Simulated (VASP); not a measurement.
Wanted: the native input for a VASP 6.6.1 run.

```yaml
Task: single point
Functional: BLYP
Potentials_or_basis: VASP PAW PBE potentials, release 64 (Pt)
Cutoff: 520 eV
k_mesh: 22 × 22 × 22
Occupations: fermi-dirac, width 0.05 eV
Spin: collinear spin
Starting_moments: "[1.0] μB"
Dipole_correction: no
Further_INCAR_settings: ALGO = Normal; EDIFF = 1e-06; NBANDS = 15
```

The structure of Pt lies in POSCAR:

```
Pt
1.0
    0.0000000000      1.9981660486      1.9981660486
    1.9981660486      0.0000000000      1.9981660486
    1.9981660486      1.9981660486      0.0000000000
Pt
1
Direct
    0.0000000000      0.0000000000      0.0000000000
```

One way to write it, as run:

INCAR

```
  AGGAC = 1.0
  AGGAX = 1.0
  ALDAC = 0.0
  ALDAX = 1.0
  ALGO = Normal
  EDIFF = 1E-6
  ENCUT = 520
  GGA = B5
  ISIF = 2
  ISMEAR = -1
  ISPIN = 2
  LASPH = True
  LCHARG = False
  LMAXMIX = 4
  LORBIT = 11
  LREAL = False
  LWAVE = False
  MAGMOM = 1
  NBANDS = 15
  NELM = 150
  PREC = Accurate
  SIGMA = 0.05
```

KPOINTS

```
k-points
0
Gamma
  22 22 22
```

Potentials or basis: VASP PAW PBE potentials, release 64 (Pt).

Launch:

```console
$ cat potpaw_PBE.64/Pt/POTCAR > POTCAR
$ mpirun -np 1 vasp_std > vasp.out
```

It gave:

```json
{"Pressure": "10.4 GPa", "Band gap on the k mesh": "zero (filled and empty bands overlap)", "Net moment": "0.00 μB per cell", "Valence electrons inside the program's atomic spheres": "Pt 9.21"}
```

Caveat: the cell stands under pressure; the PAW data sets were made with another functional, which shifts forces and pressure a little; spin-orbit coupling is left out, which moves the levels of the heavy elements.

Run time: 120 s on 1 thread of AMD EPYC 9R45 96-Core Processor (Zen 5), with other jobs on the host, peak memory 0.21 GiB.
